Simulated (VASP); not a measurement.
A run of VASP 6.6.1 is set up as follows.

INCAR

```
SYSTEM = AgI
  PREC = Accurate
  ENCUT = 500
  EDIFF = 1E-7
  ISMEAR = 0
  SIGMA = 0.02
  LREAL = .False.
  LASPH = .True.
  NELM = 120
  ALGO = Normal
  ISIF = 4
  LWAVE = .False.
  LCHARG = .False.
  GGA = PE
  IBRION = 2
  NSW = 50
  EDIFFG = -0.01
  GGA_COMPAT = .False.
  NELMIN = 4
```

The input KPOINTS:

```
regular mesh
0
Gamma
  6 6 4
  0 0 0
```

Contents of POSCAR:

```
AgI
1.0
    4.4903882065      0.0000000000      0.0000000000
   -2.2451941033      3.8887902597      0.0000000000
    0.0000000000      0.0000000000      7.3447221942
Ag I
2 2
Direct
    0.6666666667      0.3333333333      0.6276573162
    0.3333333333      0.6666666667      0.1276573162
    0.6666666667      0.3333333333      0.0023426838
    0.3333333333      0.6666666667      0.5023426838
```

Potentials or basis: VASP PAW PBE potentials, release 64 (Ag, I).

The run is started by

```sh
$ cat potpaw_PBE.64/Ag/POTCAR potpaw_PBE.64/I/POTCAR > POTCAR
$ mpirun -np 1 vasp_std > vasp.out
```

Q: Estimate the band gap on the k mesh.

A: 1.38 eV.

Final structure:
```xyz
4
Lattice="4.4904 0.0000 0.0000 -2.2452 3.8888 0.0000 0.0000 0.0000 7.3447" Properties=species:S:1:pos:R:3 pbc="T T T"
Ag    2.2452    1.2963    4.6100
Ag    0.0000    2.5925    0.9376
I     2.2452    1.2963    0.0172
I     0.0000    2.5925    3.6896
```

Caveat: the relaxation stopped at its first step, so nothing moved; spin-orbit coupling is left out, which moves the levels of the heavy elements.
